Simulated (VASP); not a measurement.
# LiH9O5 in VASP: a series of runs

LiH9O5 is run at these levels: LDA; tasks: single point.

All numbers are computed with VASP 6.6.1; they aren't measurements. Logs are shortened: lines on timing, memory, paths and dates and some standing lists are left out, and cuts for length are marked.

## (1) The cell of the first run

The cell holds an amorphous packing of atoms, 15 atoms: a = 5.474 Å, b = 5.474 Å, c = 5.474 Å, α = 90.00°, β = 90.00°, γ = 90.00°.

## (2) Single point, LDA

INCAR reads:

```
SYSTEM = LiH9O5
PREC     = Accurate       ! precision mode
ENCUT    = 650            ! plane-wave cutoff, eV
EDIFF    = 1E-6           ! SCF threshold, eV
ISMEAR   = -1             ! smearing method
SIGMA    = 0.02           ! smearing width, eV
LREAL    = .FALSE.        ! projectors in reciprocal space
LASPH    = .TRUE.         ! aspherical terms in the spheres
NELM     = 120            ! most SCF steps
ALGO     = Normal         ! electronic algorithm
ISIF     = 2              ! what is computed and relaxed
LWAVE    = .FALSE.        ! write WAVECAR
LCHARG   = .FALSE.        ! write CHGCAR
NBANDS   = 34             ! bands
GGA_COMPAT= .FALSE.
```

KPOINTS reads:

```
Automatic mesh
0
G
  1 1 1
  0 0 0
```

POSCAR reads:

```
LiH9O5
1.0
    5.4737040000      0.0000000000      0.0000000000
    0.0000000000      5.4737040000      0.0000000000
    0.0000000000      0.0000000000      5.4737040000
O H Li
5 9 1
Direct
    0.7113281975      0.4692434958      0.1973617865
    0.9275254928      0.6342505916      0.6644312517
    0.4700108007      0.1980012072      0.5771777210
    0.2701278695      0.3168786621      0.9688868817
    0.5569354865      0.8274652776      0.8637295696
    0.6370457738      0.5994112944      0.0873996840
    0.6139718187      0.3302516906      0.1407091067
    0.7739731633      0.7170829844      0.7338723468
    0.8902198584      0.5493720523      0.5079375867
    0.5265721347      0.0657141855      0.7007138128
    0.6005622518      0.3208248016      0.5539393435
    0.2295885930      0.1660118998      1.0586067497
    0.3365180141      0.2699817162      0.7936307846
    0.4205379027      0.7247194952      0.8065653532
    0.0483036715      0.5334413406     -0.0215393452
```

Potentials or basis: VASP PAW LDA potentials, release 64 (O, H, Li_sv).

On the command line:

```bash
$ cat potpaw_LDA.64/O/POTCAR potpaw_LDA.64/H/POTCAR potpaw_LDA.64/Li_sv/POTCAR > POTCAR
$ mpirun -np 1 vasp_gam > vasp.out
```

OUTCAR:

```text
SYSTEM = LiH9O5
   PREC = Accurate
   ENCUT = 650
   EDIFF = 1E-6
   ISMEAR = -1
   LREAL = .FALSE.
   LASPH = .TRUE.
   NELM = 120
   ISIF = 2

 ion  position               nearest neighbor table
   1  0.711  0.469  0.197-   7 0.98   6 1.02  15 2.23
   2  0.928  0.634  0.664-   9 1.00   8 1.03  15 1.92
   3  0.470  0.198  0.577-  11 0.99  10 1.04
   4  0.270  0.317  0.969-  12 0.99  13 1.06  15 1.70
   5  0.557  0.827  0.864-  14 0.99
   6  0.637  0.599  0.087-   1 1.02
   7  0.614  0.330  0.141-   1 0.98
   8  0.774  0.717  0.734-   2 1.03
   9  0.890  0.549  0.508-   2 1.00
  10  0.527  0.066  0.701-   3 1.04
  11  0.601  0.321  0.554-   3 0.99
  12  0.230  0.166  0.059-   4 0.99
  13  0.337  0.270  0.794-   4 1.06
  14  0.421  0.725  0.807-   5 0.99
  15  0.048  0.533  0.978-   4 1.70   2 1.92   1 2.23

  LATTYP: Found a simple cubic cell.
 ALAT       =     5.4737040000

  Lattice vectors:

 A1 = (   5.4737040000,   0.0000000000,   0.0000000000)
 A2 = (   0.0000000000,   5.4737040000,   0.0000000000)
 A3 = (   0.0000000000,   0.0000000000,   5.4737040000)

Analysis of symmetry for initial positions (statically):
=====================================================================
 Subroutine PRICEL returns:
 Original cell was already a primitive cell.

 Routine SETGRP: Setting up the symmetry group for a
 simple cubic supercell.

 Subroutine GETGRP returns: Found  1 space group operations
 (whereof  1 operations were pure point group operations)
 out of a pool of 48 trial point group operations.

The static configuration has the point symmetry C_1 .

Analysis of symmetry for dynamics (positions and initial velocities):
=====================================================================
 Subroutine PRICEL returns:
 Original cell was already a primitive cell.

 Routine SETGRP: Setting up the symmetry group for a
 simple cubic supercell.

 Subroutine GETGRP returns: Found  1 space group operations
 (whereof  1 operations were pure point group operations)
 out of a pool of 48 trial point group operations.

The dynamic configuration has the point symmetry C_1 .

 Subroutine INISYM returns: Found  1 space group operations
 (whereof  1 operations are pure point group operations),
 and found     1 'primitive' translations

----------------------------------------------------------------------------------------

[... 110 lines left out ...]
   EFERMI_NEDOS =   21; number of points for ismear=-14 and -15
   IALGO  =     38    algorithm
   IMIX   =      4    mixing-type and parameters
     AMIX     =   0.40;   BMIX     =  1.00
     AMIX_MAG =   1.60;   BMIX_MAG =  1.00
  volume/ion in A,a.u.               =      10.93        73.78
  Fermi-wavevector in a.u.,A,eV,Ry     =   1.039625  1.964606 14.705444  1.080820
  Thomas-Fermi vector in A             =   2.174164
   LORBIT       =      0    0 simple, 1 ext, 2 COOP (PROOUT), +10 PAW based schemes
   GGA     = CA    functional components
   LHFCALC =     F    Hartree Fock is set to
   AEXX    =    0.0000 exact exchange contribution
   IVDW    =     0    specifies the selected vdW correction
   LEPSILON=     F    determine dielectric tensor
   LRPA    =     F    only Hartree local field effects (RPA)
 non-spin polarized calculation
  energy-cutoff  :      650.00
  volume of cell :      164.00
 maximum number of plane-waves:      3094
 NGX is ok and might be reduce to    48
   NGX = 23   NGY = 23   NGZ = 23

 number of electron      41.9999995 magnetization

 Free energy of the ion-electron system (eV)
  ---------------------------------------------------
  ext. energy  EPLUGINS =         0.00000000
  ---------------------------------------------------
  free energy    TOTEN  =       -77.22770282 eV

  energy without entropy =      -77.22770282  energy(sigma->0) =      -77.22770282

 E-fermi :  -2.5514     XC(G=0):  -7.0463

 val. band max:       -3.1244306533   @ k =   0.0000   0.0000   0.0000
 cond. band min:       0.5412416211   @ k =   0.0000   0.0000   0.0000
 fundamental gap:      3.6656722744
 Fermi energy:        -2.5513708545

 k-point     1 :       0.0000    0.0000    0.0000
  band No.  band energies     occupation
      1     -45.4146      2.00000
      2     -22.3796      2.00000
      3     -21.9137      2.00000
      4     -21.3393      2.00000
      5     -21.1422      2.00000
      6     -19.3988      2.00000
[... 25 lines left out ...]
     32       7.8981      0.00000
     33       8.6709      0.00000
 [bands above 33 left out]

------------------------ aborting loop because EDIFF is reached ----------------------------------------

  FORCE on cell =-STRESS in cart. coord.  units (eV):
  Direction    XX          YY          ZZ          XY          YZ          ZX
  --------------------------------------------------------------------------------------
  -------------------------------------------------------------------------------------
  Total       -0.2896768     -0.7152928     -4.3735977     -1.6950238      1.2464983     -0.9996919
  in kB       -2.8299608     -6.9879614    -42.7273041    -16.5593185     12.1775056     -9.7663624
  external PRESSURE =     -17.5150755 kB  Pullay stress =       0.0000000 kB

 VOLUME and BASIS-vectors are now :
 -----------------------------------------------------------------------------
  energy-cutoff  :      650.00
  volume of cell :      164.00
      direct lattice vectors                 reciprocal lattice vectors
     5.473704000  0.000000000  0.000000000     0.182691647  0.000000000  0.000000000
     0.000000000  5.473704000  0.000000000     0.000000000  0.182691647  0.000000000
     0.000000000  0.000000000  5.473704000     0.000000000  0.000000000  0.182691647

 POSITION                                       TOTAL-FORCE (eV/Angst)
 -----------------------------------------------------------------------------------
      3.89360      2.56850      1.08030         0.650823      0.506110     -0.543434
      5.07700      3.47170      3.63690         0.720490     -0.870092     -0.121803
      2.57270      1.08380      3.15930         0.196859      0.327915      0.386160
      1.47860      1.73450      5.30340         0.227432     -0.878304      0.427233
      3.04850      4.52930      4.72780        -0.007414     -0.241688      0.192744
      3.48700      3.28100      0.47840         0.013235      0.681606      0.167790
      3.36070      1.80770      0.77020        -0.255508     -0.505363      0.129640
      4.23650      3.92510      4.01700        -0.902154      0.408348     -0.116753
      4.87280      3.00710      2.78030        -0.042973      0.532606      0.449068
      2.88230      0.35970      3.83550         0.378098     -0.824565     -0.286310
      3.28730      1.75610      3.03210        -0.283172     -0.306144     -0.083189
      1.25670      0.90870      0.32080         0.386423      0.316365     -0.344229
      1.84200      1.47780      4.34410        -0.082006      0.112836      0.062760
      2.30190      3.96690      4.41490         0.216816      0.289795     -0.099875
      0.26440      2.91990      5.35580        -1.216949      0.450575     -0.219801
 -----------------------------------------------------------------------------------
    total drift:                                0.001141      0.000053     -0.000291

  FREE ENERGIE OF THE ION-ELECTRON SYSTEM (eV)
  ---------------------------------------------------
  free  energy   TOTEN  =       -77.2277028218 eV

  energy  without entropy=      -77.2277028218  energy(sigma->0) =      -77.22770282
```

OSZICAR:

```text
N       E                     dE             d eps       ncg     rms          rms(c)
DAV:   1     0.381372182201E+03    0.38137E+03   -0.24867E+04    68   0.138E+03
DAV:   2    -0.469221514122E+02   -0.42829E+03   -0.41457E+03    88   0.309E+02
DAV:   3    -0.833465466048E+02   -0.36424E+02   -0.36205E+02    88   0.961E+01
DAV:   4    -0.861196732469E+02   -0.27731E+01   -0.27646E+01   136   0.163E+01
DAV:   5    -0.861663828038E+02   -0.46710E-01   -0.46708E-01    80   0.207E+00    0.168E+01
DAV:   6    -0.777447624048E+02    0.84216E+01   -0.26320E+01    88   0.258E+01    0.600E+00
DAV:   7    -0.774386644187E+02    0.30610E+00   -0.13428E+00    88   0.511E+00    0.382E+00
DAV:   8    -0.772294282872E+02    0.20924E+00   -0.41129E-01    80   0.386E+00    0.789E-01
DAV:   9    -0.772196499555E+02    0.97783E-02   -0.61149E-02    88   0.131E+00    0.276E-01
DAV:  10    -0.772246843846E+02   -0.50344E-02   -0.41172E-03    72   0.359E-01    0.109E-01
DAV:  11    -0.772272843771E+02   -0.26000E-02   -0.98162E-04    88   0.156E-01    0.417E-02
DAV:  12    -0.772275827372E+02   -0.29836E-03   -0.12550E-04    96   0.592E-02    0.259E-02
DAV:  13    -0.772276888795E+02   -0.10614E-03   -0.53593E-05    80   0.364E-02    0.679E-03
DAV:  14    -0.772277008005E+02   -0.11921E-04   -0.73476E-06    88   0.141E-02    0.405E-03
DAV:  15    -0.772277026236E+02   -0.18231E-05   -0.14020E-06    64   0.703E-03    0.120E-03
DAV:  16    -0.772277028218E+02   -0.19817E-06   -0.34576E-07    80   0.361E-03
   1 F= -.77227703E+02 E0= -.77227703E+02  d E =-.426923E-12
```

stdout:

```text
POSCAR found type information on POSCAR O H Li
 POSCAR found :  3 types and      15 ions
 scaLAPACK will be used
 LDA part: xc-table for (Slater(with rela. corr.)+CA(PZ))
 , standard interpolation
 POSCAR, INCAR and KPOINTS ok, starting setup
 FFT: planning ... GRIDC
 FFT: planning ... GRID_SOFT
 FFT: planning ... GRID
 WAVECAR not read
 entering main loop
```

Wall time 10 s (1 thread of AMD EPYC 7R43 (Zen 3), shared host); peak memory 0.2 GiB.

What came out:

- Free energy: -77.2277 eV
- Pressure: -1.8 GPa
- Largest force: 1.316 eV/Å
- Band gap on the k mesh: 3.67 eV

Forces in eV/Å, atoms in the order of the input:
```
O    0.651  0.506 -0.543
O    0.720 -0.870 -0.122
O    0.197  0.328  0.386
O    0.227 -0.878  0.427
O   -0.007 -0.242  0.193
H    0.013  0.682  0.168
H   -0.256 -0.505  0.130
H   -0.902  0.408 -0.117
H   -0.043  0.533  0.449
H    0.378 -0.825 -0.286
H   -0.283 -0.306 -0.083
H    0.386  0.316 -0.344
H   -0.082  0.113  0.063
H    0.217  0.290 -0.100
Li  -1.217  0.451 -0.220
```

Caveat: the k points lie up to 1.15 Å⁻¹ apart.

[end of part 1 of 2]
